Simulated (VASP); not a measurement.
# Si3N2 (R-3m) in VASP: notebook, part 2 of 2

VASP 6.6.1. The steps go on from the part before.

## 4. Relaxation of cell and atoms, PBE

This run uses another cell than the first one, of 11.92 Å³/atom.

INCAR

```
PREC = Accurate
ENCUT = 600
EDIFF = 1E-6
ISMEAR = 0
SIGMA = 0.1
LREAL = False
LASPH = True
NELM = 100
ALGO = Normal
ISIF = 3
LWAVE = False
LCHARG = False
GGA = PE
IBRION = 2
NSW = 90
EDIFFG = -0.04
```

KPOINTS

```
regular mesh
0
Gamma
  6 6 6
```

POSCAR

```
Si3N2
1.0
    1.5483729719      0.8939535521      7.1774941455
   -1.5483729719      0.8939535521      7.1774941455
    0.0000000000     -1.7879071042      7.1774941455
Si N
3 2
Direct
    0.0000000000      0.0000000000      0.0000000000
    0.2095000000      0.2095000000      0.2095000000
    0.7905000000      0.7905000000      0.7905000000
    0.4000000000      0.4000000000      0.4000000000
    0.6000000000      0.6000000000      0.6000000000
```

Potentials or basis: VASP PAW PBE potentials, release 64 (Si, N).

Launch:

```sh
$ cat potpaw_PBE.64/Si/POTCAR potpaw_PBE.64/N/POTCAR > POTCAR
$ mpirun -np 1 vasp_std > vasp.out
```

OUTCAR:

```text
PREC = Accurate
   ENCUT = 600
   EDIFF = 1E-6
   ISMEAR = 0
   LREAL = False
   LASPH = True
   NELM = 100
   ISIF = 3
   GGA = PE
   IBRION = 2
   NSW = 90
   EDIFFG = -0.04

 ion  position               nearest neighbor table
   1  0.000  0.000  0.000-   5 2.29   4 2.29   5 2.29   5 2.29   4 2.29   4 2.29
   2  0.209  0.209  0.209-   5 2.17   5 2.17   5 2.17   3 2.57   3 2.57   3 2.57
   3  0.791  0.791  0.791-   4 2.17   4 2.17   4 2.17   2 2.57   2 2.57   2 2.57
   4  0.400  0.400  0.400-   3 2.17   3 2.17   3 2.17   1 2.29   1 2.29   1 2.29
   5  0.600  0.600  0.600-   2 2.17   2 2.17   2 2.17   1 2.29   1 2.29   1 2.29

  LATTYP: Found a trigonal (rhomboedric) cell.
 ALAT       =     7.3968259424
 COS(alpha) =     0.9123624232

  Lattice vectors:

 A1 = (   1.5483729719,   0.8939535521,   7.1774941455)
 A2 = (  -1.5483729719,   0.8939535521,   7.1774941455)
 A3 = (   0.0000000000,  -1.7879071042,   7.1774941455)

Analysis of symmetry for initial positions (statically):
=====================================================================
 Subroutine PRICEL returns:
 Original cell was already a primitive cell.

 Routine SETGRP: Setting up the symmetry group for a
 trigonal (rhombohedral) supercell.

 Subroutine GETGRP returns: Found 12 space group operations
 (whereof 12 operations were pure point group operations)
 out of a pool of 12 trial point group operations.

The static configuration has the point symmetry D_3d.

Analysis of symmetry for dynamics (positions and initial velocities):
=====================================================================
 Subroutine PRICEL returns:
 Original cell was already a primitive cell.

 Routine SETGRP: Setting up the symmetry group for a
 trigonal (rhombohedral) supercell.

 Subroutine GETGRP returns: Found 12 space group operations
 (whereof 12 operations were pure point group operations)
 out of a pool of 12 trial point group operations.

The dynamic configuration has the point symmetry D_3d.

 Subroutine INISYM returns: Found 12 space group operations
 (whereof 12 operations are pure point group operations),
 and found     1 'primitive' translations

----------------------------------------------------------------------------------------

                                     Primitive cell

  volume of cell :      59.6094

  direct lattice vectors                    reciprocal lattice vectors
     1.548372972  0.893953552  7.177494145     0.322919612  0.186437725  0.046441464
    -1.548372972  0.893953552  7.177494145    -0.322919612  0.186437725  0.046441464
     0.000000000 -1.787907104  7.177494145     0.000000000 -0.372875450  0.046441464

  length of vectors
     7.396825942  7.396825942  7.396825942     0.375756452  0.375756452  0.375756452

  position of ions in fractional coordinates (direct lattice)
     0.000000000  0.000000000  0.000000000
     0.209500000  0.209500000  0.209500000
     0.790500000  0.790500000  0.790500000
     0.400000000  0.400000000  0.400000000
     0.600000000  0.600000000  0.600000000

  ion indices of the primitive-cell ions
   primitive index   ion index
                 1           1
                 2           2
                 3           3
                 4           4
                 5           5

----------------------------------------------------------------------------------------

 KPOINTS: regular mesh

Automatic generation of k-mesh.
 Grid dimensions read from file:
 generate k-points for:    6    6    6

 Generating k-lattice:

  Cartesian coordinates                     Fractional coordinates (reciprocal lattice)
[... 70 lines left out ...]
   PSTRESS=    0.0 pullay stress
   NELECT =      22.0000    total number of electrons
   NUPDOWN=      -1.0000    fix difference up-down
   EMIN   =  10.00;   EMAX   =-10.00  energy-range for DOS
   EFERMI =   0.00;   METHOD = LEGACY
   ISMEAR =     0;   SIGMA  =   0.10  broadening in eV -4-tet -1-fermi 0-gaus
   EFERMI_NEDOS =   21; number of points for ismear=-14 and -15
   IALGO  =     38    algorithm
   IMIX   =      4    mixing-type and parameters
     AMIX     =   0.40;   BMIX     =  1.00
     AMIX_MAG =   1.60;   BMIX_MAG =  1.00
  volume/ion in A,a.u.               =      11.92        80.45
  Fermi-wavevector in a.u.,A,eV,Ry     =   1.174296  2.219097 18.762035  1.378971
  Thomas-Fermi vector in A             =   2.310695
   LORBIT       =      0    0 simple, 1 ext, 2 COOP (PROOUT), +10 PAW based schemes
   GGA     = PE    functional components
   LHFCALC =     F    Hartree Fock is set to
   AEXX    =    0.0000 exact exchange contribution
   IVDW    =     0    specifies the selected vdW correction
   LEPSILON=     F    determine dielectric tensor
   LRPA    =     F    only Hartree local field effects (RPA)
 conjugate gradient relaxation of ions
 non-spin polarized calculation
 Gauss-broadening in eV      SIGMA  =   0.10
  energy-cutoff  :      600.00
  volume of cell :       59.61
 maximum number of plane-waves:      2004
   NGX = 29   NGY = 29   NGZ = 29

--------------------------------------- Ionic step        1  -------------------------------------------

 number of electron      21.9999999 magnetization

 Free energy of the ion-electron system (eV)
  ---------------------------------------------------
  ext. energy  EPLUGINS =         0.00000000
  ---------------------------------------------------
  free energy    TOTEN  =       -30.27015059 eV

  energy without entropy =      -30.26463982  energy(sigma->0) =      -30.26739520

------------------------ aborting loop because EDIFF is reached ----------------------------------------

  FORCE on cell =-STRESS in cart. coord.  units (eV):
  Direction    XX          YY          ZZ          XY          YZ          ZX
  --------------------------------------------------------------------------------------
  -------------------------------------------------------------------------------------
  Total       -4.8736037     -4.8736037     -5.9862217      0.0000000      0.0000000      0.0000000
  in kB     -130.9924176   -130.9924176   -160.8972967      0.0000000      0.0000000      0.0000000
  external PRESSURE =    -140.9607106 kB  Pullay stress =       0.0000000 kB
[... 98 lines left out ...]
  FREE ENERGIE OF THE ION-ELECTRON SYSTEM (eV)
  ---------------------------------------------------
  free  energy   TOTEN  =       -30.6863865347 eV

  energy  without entropy=      -30.6810698918  energy(sigma->0) =      -30.68372821

 E-fermi :  10.3855     XC(G=0): -11.6997

 val. band max:       10.3261116717   @ k =  -0.1667   0.3333   0.1667
 cond. band min:      10.4004794782   @ k =   0.5000   0.1667  -0.0000
 fundamental gap:      0.0743678064
 Fermi energy:        10.3855097381

 k-point     1 :       0.0000    0.0000    0.0000
  band No.  band energies     occupation
      1      -9.5334      2.00000
      2      -8.7217      2.00000
      3      -1.8320      2.00000
      4       1.5036      2.00000
      5       3.3099      2.00000
      6       6.7693      2.00000
      7       6.7693      2.00000
      8       6.9249      2.00000
      9       6.9249      2.00000
     10       9.4436      2.00000
     11      11.8491      0.00000
     12      16.1305      0.00000
     13      16.3408      0.00000
     14      17.2284      0.00000
[... 403 lines left out ...]
      4       0.7670      2.00000
      5       3.2051      2.00000
      6       3.4747      2.00000
      7       4.0411      2.00000
      8       4.0840      2.00000
      9       6.8372      2.00000
     10       7.7048      2.00000
     11       9.3751      2.00000
     12      10.0442      2.00000
     13      12.1541      0.00000
     14      12.9187      0.00000
     15      14.9949      0.00000

 [... further k-points ...]

[... ionic steps 4 to 22 ...]

--------------------------------------- Ionic step       23  -------------------------------------------

 number of electron      22.0000002 magnetization

------------------------ aborting loop because EDIFF is reached ----------------------------------------
[... 73 lines left out ...]
--------------------------------------- Ionic step       25  -------------------------------------------

 number of electron      22.0000003 magnetization

 Free energy of the ion-electron system (eV)
  ---------------------------------------------------
  ext. energy  EPLUGINS =         0.00000000
  ---------------------------------------------------
  free energy    TOTEN  =       -33.43548685 eV

  energy without entropy =      -33.42417964  energy(sigma->0) =      -33.42983324

 E-fermi :   8.6667     XC(G=0): -11.0258

 val. band max:        8.6014131304   @ k =   0.5000   0.3333   0.0000
 cond. band min:       8.7315946559   @ k =  -0.1667   0.3333   0.1667
 fundamental gap:      0.1301815255
 Fermi energy:         8.6666611728

 k-point     1 :       0.0000    0.0000    0.0000
  band No.  band energies     occupation
      1     -10.5320      2.00000
      2     -10.0099      2.00000
      3      -2.6840      2.00000
      4      -0.4947      2.00000
      5       1.9636      2.00000
      6       5.3093      2.00000
      7       5.3093      2.00000
      8       5.3993      2.00000
      9       5.3993      2.00000
     10       7.0199      2.00000
     11       8.4509      1.99772
     12      13.0636      0.00000
     13      14.1801      0.00000
     14      15.6982      0.00000
[... 447 lines left out ...]
  FREE ENERGIE OF THE ION-ELECTRON SYSTEM (eV)
  ---------------------------------------------------
  free  energy   TOTEN  =       -33.4354868509 eV

  energy  without entropy=      -33.4241796363  energy(sigma->0) =      -33.42983324

 reached required accuracy - stopping structural energy minimisation
```

CONTCAR:

```text
Si3N2
   1.00000000000000
     1.4134642604808909    0.8160639712551333    8.6271104112836827
    -1.4134642604808909    0.8160639712551333    8.6271104112836827
     0.0000000000000000   -1.6321279425102666    8.6271104112836827
  Si              N
     3     2
Direct
     0.0000000000000000    0.0000000000000000    0.0000000000000000
     0.2095200261426393    0.2095200261426393    0.2095200261426393
     0.7904799738573608    0.7904799738573608    0.7904799738573608
     0.4291871073575823    0.4291871073575823    0.4291871073575823
     0.5708128926424176    0.5708128926424176    0.5708128926424176

  0.00000000E+00  0.00000000E+00  0.00000000E+00
  0.00000000E+00  0.00000000E+00  0.00000000E+00
  0.00000000E+00  0.00000000E+00  0.00000000E+00
  0.00000000E+00  0.00000000E+00  0.00000000E+00
  0.00000000E+00  0.00000000E+00  0.00000000E+00
```

Run time: 23 min. Hardware: 1 thread of Intel Xeon 6975P-C (Granite Rapids), shared host; peak memory 0.55 GiB.

Results:

| Property | Result |
| --- | --- |
| Free energy | -33.4355 eV |
| Relaxed volume | 11.94 Å³/atom |
| Relaxed cell | a = 8.780 Å, b = 8.780 Å, c = 8.780 Å, α = 18.53°, β = 18.53°, γ = 18.53° |
| Space group after relaxing (to 0.1 Å) | R-3m (No. 166) |
| Pressure after relaxing | 0.0 GPa |
| Largest force after relaxing | 0.033 eV/Å |
| Band gap on the k mesh | zero (bands 11 and 12 overlap by 3.09 eV) |

Forces on the atoms (eV/Å):
```
Si   0.000  0.000  0.000
Si   0.000  0.000 -0.021
Si   0.000  0.000  0.021
N    0.000  0.000  0.033
N    0.000  0.000 -0.033
```

Final structure:
```yaml
crystal:
  lattice:
    - [1.41346, 0.81606, 8.62711]
    - [-1.41346, 0.81606, 8.62711]
    - [0.00000, -1.63213, 8.62711]
  atoms:
    - { symbol: Si, position: [0.00000, 0.00000, 0.00000] }
    - { symbol: Si, position: [0.20952, 0.20952, 0.20952] }
    - { symbol: Si, position: [0.79048, 0.79048, 0.79048] }
    - { symbol: N, position: [0.42919, 0.42919, 0.42919] }
    - { symbol: N, position: [0.57081, 0.57081, 0.57081] }
```

Caveat: the k points lie up to 0.43 Å⁻¹ apart in the final cell, too coarse for converged energies and pressures of a metal; a cell axis changed by over 15 % at a fixed basis, so the end point is rough.

## 5. Single point, PBE

This run uses another cell than the first one, of 12.58 Å³/atom.

INCAR

```
PREC = Accurate ; ENCUT = 520
EDIFF = 1E-7 ; ISMEAR = 0
SIGMA = 0.1 ; LREAL = False
LASPH = True ; NELM = 80
ALGO = Normal ; ISIF = 2
LWAVE = False ; LCHARG = True
GGA = PE ; LELF = True
LVHAR = True ; NBANDS = 19
```

KPOINTS

```
regular mesh
0
Gamma
  12 12 12
```

POSCAR

```
Si3N2
1.0
    3.0066480221      1.7358890449      2.0088068098
   -3.0066480221      1.7358890449      2.0088068098
    0.0000000000     -3.4717780899      2.0088068098
Si N
3 2
Direct
    0.0000000000      0.5000000000      0.0000000000
    0.0000000000      0.0000000000      0.5000000000
    0.5000000000      0.0000000000      0.0000000000
    0.7407396692      0.7407396692      0.7407396692
    0.2592603308      0.2592603308      0.2592603308
```

Launch:

```sh
$ cat potpaw_PBE.64/Si/POTCAR potpaw_PBE.64/N/POTCAR > POTCAR
$ mpirun -np 1 vasp_std > vasp.out
```

It took 1.8 min on 1 thread of Intel Xeon 6975P-C (Granite Rapids), shared host; peak memory 0.29 GiB.

Results (log left out):

```yaml
Free_energy: -30.3979 eV
Pressure: 0.0 GPa
Band_gap_on_the_k_mesh: zero (bands 11 and 12 overlap by 1.51 eV)
```

Stress tensor (GPa, compression positive):
```
 0.02  0.00  0.00
 0.00  0.02  0.00
 0.00  0.00 -0.18
```

Levels at points of the mesh, in eV from the Fermi level:
```
           k point  band 7  band 8  band 9  band 10  band 11  band 12  band 13  band 14  band 15  band 16
(0.00, 0.00, 0.00)   -5.35   -3.96   -3.21    -3.21    -1.45     1.66     2.72     2.72     6.29     6.29
(0.50, 0.00, 0.00)   -4.40   -3.28   -2.18    -0.91    -0.71    -0.59     2.04     3.69     4.46     4.81
(0.50, 0.50, 0.00)   -4.96   -3.28   -2.76    -1.69     0.85     1.56     1.91     2.37     5.52     5.55
(0.50, 0.50, 0.50)   -6.34   -3.85    0.19     0.19     0.44     0.44     2.24     3.51     7.63     7.97
```

## 6. Overview

```csv
task,cell,k mesh,cutoff (eV),gap on the mesh (eV),pressure (GPa),largest force (eV/Å)
single point,"a = 8.823 Å, angles 18.4°, 5 atoms, atomic positions A",6 × 6 × 6,520,none,0.0,0.05
single point,"a = 5.304 Å, angles 69.2°, 10 atoms, atomic positions B",6 × 6 × 6,520,none,0.0,0.01
relaxation of cell and atoms,"relaxed from a = 7.397 Å, angles 24.2°, 5 atoms, atomic positions C",6 × 6 × 6,600,none,0.0,0.03
single point,"a = 4.011 Å, angles 97.1°, 5 atoms, atomic positions D",12 × 12 × 12,520,none,0.0,-
```

Alike in all rows: level PBE; potentials or basis VASP PAW PBE potentials, release 64 (Si, N); no spin polarisation; smearing gaussian 0.1 eV.

Caveats: some runs use coarse meshes; a cell axis changed by over 15 % at a fixed basis, so the end point is rough (at least some runs).

Total energies depend on the potentials used, so only differences within one code and one set of settings carry meaning.
